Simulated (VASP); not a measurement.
# MgS (Fm-3m) in VASP: single point with PBE

Aim: the single point of MgS with PBE.

Program: VASP 6.6.1. These are calculated values, not measurements. Logs are shortened: lines on timing, memory, paths and dates and some standing lists are left out, and cuts for length are marked.

## 1. The cell of the first run

Symmetry: Fm-3m, No. 225, cubic system. Conventional cell: a = 5.191 Å, b = 5.191 Å, c = 5.191 Å, α = 90.00°, β = 90.00°, γ = 90.00°. Mg (site symmetry m-3m) has 6 S at 2.60 Å within 3.4 Å. Within 3.4 Å of S (site symmetry m-3m) lie 6 Mg at 2.60 Å.

## 2. Single point, PBE

File INCAR:

```
PREC = Accurate
ENCUT = 600
EDIFF = 1E-6
ISMEAR = 0
SIGMA = 0.02
LREAL = False
LASPH = True
NELM = 120
ALGO = Normal
ISIF = 2
LWAVE = False
LCHARG = False
GGA = PE
NBANDS = 11
GGA_COMPAT = False
```

File KPOINTS:

```
regular mesh
0
Gamma
  8 8 8
```

File POSCAR:

```
MgS
1.0
    0.0000000000      2.5955252365      2.5955252365
    2.5955252365      0.0000000000      2.5955252365
    2.5955252365      2.5955252365      0.0000000000
Mg S
1 1
Direct
    0.0000000000      0.0000000000      0.0000000000
    0.5000000000      0.5000000000      0.5000000000
```

Potentials or basis: VASP PAW PBE potentials, release 64 (Mg, S).

Command:

```bash
cat potpaw_PBE.64/Mg/POTCAR potpaw_PBE.64/S/POTCAR > POTCAR
mpirun -np 1 vasp_std > vasp.out
```

OUTCAR:

```text
PREC = Accurate
   ENCUT = 600
   EDIFF = 1E-6
   ISMEAR = 0
   LREAL = False
   LASPH = True
   NELM = 120
   ISIF = 2
   GGA = PE

 ion  position               nearest neighbor table
   1  0.000  0.000  0.000-   2 2.60   2 2.60   2 2.60   2 2.60   2 2.60   2 2.60
   2  0.500  0.500  0.500-   1 2.60   1 2.60   1 2.60   1 2.60   1 2.60   1 2.60

  LATTYP: Found a face centered cubic cell.
 ALAT       =     5.1910504730

  Lattice vectors:

 A1 = (   0.0000000000,   2.5955252365,   2.5955252365)
 A2 = (   2.5955252365,   0.0000000000,   2.5955252365)
 A3 = (   2.5955252365,   2.5955252365,   0.0000000000)

Analysis of symmetry for initial positions (statically):
=====================================================================
 Subroutine PRICEL returns:
 Original cell was already a primitive cell.

 Routine SETGRP: Setting up the symmetry group for a
 face centered cubic supercell.

 Subroutine GETGRP returns: Found 48 space group operations
 (whereof 48 operations were pure point group operations)
 out of a pool of 48 trial point group operations.

The static configuration has the point symmetry O_h .

Analysis of symmetry for dynamics (positions and initial velocities):
=====================================================================
 Subroutine PRICEL returns:
 Original cell was already a primitive cell.

 Routine SETGRP: Setting up the symmetry group for a
 face centered cubic supercell.

 Subroutine GETGRP returns: Found 48 space group operations
 (whereof 48 operations were pure point group operations)
 out of a pool of 48 trial point group operations.

The dynamic configuration has the point symmetry O_h .

 Subroutine INISYM returns: Found 48 space group operations
 (whereof 48 operations are pure point group operations),
 and found     1 'primitive' translations

----------------------------------------------------------------------------------------

                                     Primitive cell

  volume of cell :      34.9708

  direct lattice vectors                    reciprocal lattice vectors
     0.000000000  2.595525236  2.595525236    -0.192639237  0.192639237  0.192639237
     2.595525236  0.000000000  2.595525236     0.192639237 -0.192639237  0.192639237
     2.595525236  2.595525236  0.000000000     0.192639237  0.192639237 -0.192639237

  length of vectors
     3.670626991  3.670626991  3.670626991     0.333660945  0.333660945  0.333660945

  position of ions in fractional coordinates (direct lattice)
     0.000000000  0.000000000  0.000000000
     0.500000000  0.500000000  0.500000000

  ion indices of the primitive-cell ions
   primitive index   ion index
                 1           1
                 2           2

----------------------------------------------------------------------------------------

 KPOINTS: regular mesh

Automatic generation of k-mesh.
 Grid dimensions read from file:
 generate k-points for:    8    8    8

 Generating k-lattice:

  Cartesian coordinates                     Fractional coordinates (reciprocal lattice)
    -0.024079905  0.024079905  0.024079905     0.125000000  0.000000000  0.000000000
     0.024079905 -0.024079905  0.024079905     0.000000000  0.125000000  0.000000000
     0.024079905  0.024079905 -0.024079905     0.000000000  0.000000000  0.125000000

  Length of vectors
     0.041707618  0.041707618  0.041707618

  Shift w.r.t. Gamma in fractional coordinates (k-lattice)
     0.000000000  0.000000000  0.000000000

 Subroutine IBZKPT returns following result:
 ===========================================

 Found     29 irreducible k-points:

 Following reciprocal coordinates:
            Coordinates               Weight
  0.000000  0.000000  0.000000      1.000000
  0.125000  0.000000  0.000000      8.000000
  0.250000  0.000000  0.000000      8.000000
  0.375000  0.000000  0.000000      8.000000
  0.500000  0.000000  0.000000      4.000000
  0.125000  0.125000  0.000000      6.000000
[... 16 lines left out ...]
  0.500000  0.250000  0.125000     48.000000
 -0.375000  0.250000  0.125000     24.000000
 [... further k-points ...]
   k-points           NKPTS =     29   k-points in BZ     NKDIM =     29   number of bands    NBANDS=     11
   number of dos      NEDOS =    301   number of ions     NIONS =      2
   total plane-waves  NPLWV =  27000
   dimension x,y,z NGX =    30 NGY =   30 NGZ =   30
   dimension x,y,z NGXF=    60 NGYF=   60 NGZF=   60
   ions per type =               1   1
   NGX,Y,Z   is equivalent  to a cutoff of  13.59, 13.59, 13.59 a.u.
   NGXF,Y,Z  is equivalent  to a cutoff of  27.17, 27.17, 27.17 a.u.
 SYSTEM =  unknown system
   PREC   = accura    normal or accurate (medium, high low for compatibility)
   ISTART =      0    job   : 0-new  1-cont  2-samecut
   ICHARG =      2    charge: 1-file 2-atom 10-const
   ISPIN  =      1    spin polarized calculation?
   LNONCOLLINEAR =      F non collinear calculations
   LSORBIT =      F    spin-orbit coupling
   LASPH  =      T    aspherical Exc in radial PAW
   ENCUT  =  600.0 eV  44.10 Ry    6.64 a.u.   7.33  7.33  7.33*2*pi/ulx,y,z
   NELM   =    120;   NELMIN=  2; NELMDL= -5     # of ELM steps
   EDIFF  = 0.1E-05   stopping-criterion for ELM
   LREAL  =      F    real-space projection
   EDIFFG = 0.1E-04   stopping-criterion for IOM
   NSW    =      0    number of steps for IOM
   IBRION =     -1    ionic relax: 0-MD 1-quasi-New 2-CG
   NFREE  =      0    steps in history (QN), initial steepest desc. (CG)
   ISIF   =      2    stress and relaxation
   ISYM   =      2    0-nonsym 1-usesym 2-fastsym
   POTIM  = 0.5000    time-step for ionic-motion
   TEBEG  =    0.0;   TEEND  =   0.0 temperature during run
   PSTRESS=    0.0 pullay stress
   NELECT =       8.0000    total number of electrons
   NUPDOWN=      -1.0000    fix difference up-down
   EMIN   =  10.00;   EMAX   =-10.00  energy-range for DOS
   EFERMI =   0.00;   METHOD = LEGACY
   ISMEAR =     0;   SIGMA  =   0.02  broadening in eV -4-tet -1-fermi 0-gaus
   EFERMI_NEDOS =   21; number of points for ismear=-14 and -15
   IALGO  =     38    algorithm
   IMIX   =      4    mixing-type and parameters
     AMIX     =   0.40;   BMIX     =  1.00
     AMIX_MAG =   1.60;   BMIX_MAG =  1.00
  volume/ion in A,a.u.               =      17.49       118.00
  Fermi-wavevector in a.u.,A,eV,Ry     =   1.001235  1.892061 13.639467  1.002473
  Thomas-Fermi vector in A             =   2.133644
   LORBIT       =      0    0 simple, 1 ext, 2 COOP (PROOUT), +10 PAW based schemes
   GGA     = PE    functional components
   LHFCALC =     F    Hartree Fock is set to
   AEXX    =    0.0000 exact exchange contribution
   IVDW    =     0    specifies the selected vdW correction
   LEPSILON=     F    determine dielectric tensor
   LRPA    =     F    only Hartree local field effects (RPA)
 non-spin polarized calculation
 Gauss-broadening in eV      SIGMA  =   0.02
  energy-cutoff  :      600.00
  volume of cell :       34.97
 maximum number of plane-waves:      1211
 NGX is ok and might be reduce to    30
   NGX = 15   NGY = 15   NGZ = 15

 number of electron       7.9999999 magnetization

 Free energy of the ion-electron system (eV)
  ---------------------------------------------------
  ext. energy  EPLUGINS =         0.00000000
  ---------------------------------------------------
  free energy    TOTEN  =        -8.50041772 eV

  energy without entropy =       -8.50041772  energy(sigma->0) =       -8.50041772

 E-fermi :   3.8693     XC(G=0):  -9.7175

 val. band max:        3.7882720994   @ k =   0.0000   0.0000   0.0000
 cond. band min:       6.5791120684   @ k =   0.5000   0.5000   0.0000
 fundamental gap:      2.7908399690
 Fermi energy:         3.8693344363

 k-point     1 :       0.0000    0.0000    0.0000
  band No.  band energies     occupation
      1      -8.9187      2.00000
      2       3.7883      2.00000
      3       3.7883      2.00000
      4       3.7883      2.00000
      5       7.5547      0.00000
      6      11.7382      0.00000
      7      11.7382      0.00000
      8      11.7382      0.00000
      9      14.1456      0.00000
     10      14.1456      0.00000
     11      16.3435      0.00000

 k-point     2 :       0.1250    0.0000    0.0000
  band No.  band energies     occupation
      1      -8.7660      2.00000
      2       2.7363      2.00000
      3       3.6858      2.00000
      4       3.6858      2.00000
      5       8.3532      0.00000
      6      11.4272      0.00000
      7      11.9893      0.00000
      8      11.9893      0.00000
      9      13.5159      0.00000
     10      13.5159      0.00000
     11      16.5389      0.00000

 k-point     3 :       0.2500    0.0000    0.0000
  band No.  band energies     occupation
      1      -8.3525      2.00000
      2       0.9646      2.00000
      3       3.4625      2.00000
      4       3.4625      2.00000
      5       8.7754      0.00000
      6      11.6164      0.00000
      7      11.6164      0.00000
      8      12.1313      0.00000
      9      14.0923      0.00000
     10      14.0923      0.00000
     11      15.7277      0.00000

 k-point     4 :       0.3750    0.0000    0.0000
  band No.  band energies     occupation
      1      -7.8469      2.00000
      2      -0.4926      2.00000
      3       3.2661      2.00000
      4       3.2661      2.00000
      5       8.4888      0.00000
      6      10.9511      0.00000
      7      10.9511      0.00000
      8      13.6283      0.00000
      9      15.4129      0.00000
     10      16.0606      0.00000
     11      16.0606      0.00000
[... 239 lines left out ...]
 k-point    22 :       0.3750    0.2500    0.1250
  band No.  band energies     occupation
      1      -8.0287      2.00000
      2       0.6995      2.00000
      3       2.3195      2.00000
      4       3.1058      2.00000
      5       9.6151      0.00000
      6      10.2785      0.00000
      7      10.9071      0.00000
      8      13.0174      0.00000
      9      13.9363      0.00000
     10      16.7908      0.00000
     11      18.7334      0.00000

 k-point    23 :       0.5000    0.2500    0.1250
  band No.  band energies     occupation
      1      -7.6013      2.00000
      2      -0.1509      2.00000
      3       1.7772      2.00000
      4       2.7897      2.00000
      5       9.4269      0.00000
      6      10.1961      0.00000
      7      11.6180      0.00000
      8      12.8183      0.00000
      9      15.4865      0.00000
     10      18.1048      0.00000
     11      18.7432      0.00000

 k-point    24 :      -0.3750    0.2500    0.1250
  band No.  band energies     occupation
      1      -7.3967      2.00000
      2      -0.5488      2.00000
      3       1.6328      2.00000
      4       2.6272      2.00000
      5       9.3769      0.00000
      6       9.9133      0.00000
      7      12.2287      0.00000
      8      13.2438      0.00000
      9      16.0859      0.00000
     10      17.1482      0.00000
     11      19.3975      0.00000

 [... further k-points ...]

------------------------ aborting loop because EDIFF is reached ----------------------------------------

  FORCE on cell =-STRESS in cart. coord.  units (eV):
  Direction    XX          YY          ZZ          XY          YZ          ZX
  --------------------------------------------------------------------------------------
  -------------------------------------------------------------------------------------
  Total        0.3157792      0.3157792      0.3157792     -0.0000000      0.0000000     -0.0000000
  in kB       14.4673269     14.4673269     14.4673269     -0.0000000      0.0000000     -0.0000000
  external PRESSURE =      14.4673269 kB  Pullay stress =       0.0000000 kB

 VOLUME and BASIS-vectors are now :
 -----------------------------------------------------------------------------
  energy-cutoff  :      600.00
  volume of cell :       34.97
      direct lattice vectors                 reciprocal lattice vectors
     0.000000000  2.595525236  2.595525236    -0.192639237  0.192639237  0.192639237
     2.595525236  0.000000000  2.595525236     0.192639237 -0.192639237  0.192639237
     2.595525236  2.595525236  0.000000000     0.192639237  0.192639237 -0.192639237

 POSITION                                       TOTAL-FORCE (eV/Angst)
 -----------------------------------------------------------------------------------
      0.00000      0.00000      0.00000        -0.000000      0.000000     -0.000000
      2.59553      2.59553      2.59553         0.000000     -0.000000      0.000000
 -----------------------------------------------------------------------------------
    total drift:                               -0.000000     -0.000000      0.000000

  FREE ENERGIE OF THE ION-ELECTRON SYSTEM (eV)
  ---------------------------------------------------
  free  energy   TOTEN  =        -8.5004177188 eV

  energy  without entropy=       -8.5004177188  energy(sigma->0) =       -8.50041772
```

Wall time 6.2 s (1 thread of Intel Xeon 6975P-C (Granite Rapids), shared host); peak memory 0.17 GiB.

Results:

| Property | Result |
| --- | --- |
| Free energy | -8.5004 eV |
| Pressure | 1.4 GPa |
| Band gap on the k mesh | 2.79 eV (least direct gap 3.77 eV) |

Levels at points of the mesh, in eV from the valence-band top:
```csv
k point,band 1,band 2,band 3,band 4,band 5,band 6,band 7,band 8
"(0.00, 0.00, 0.00)",-12.71,0.00,0.00,0.00,3.77,7.95,7.95,7.95
"(0.50, 0.00, 0.00)",-11.38,-4.87,-0.60,-0.60,4.56,6.92,6.92,10.19
"(0.50, 0.50, 0.00)",-11.01,-4.23,-1.70,-1.70,2.79,4.37,12.07,12.84
```

A k mesh can miss the band edges.
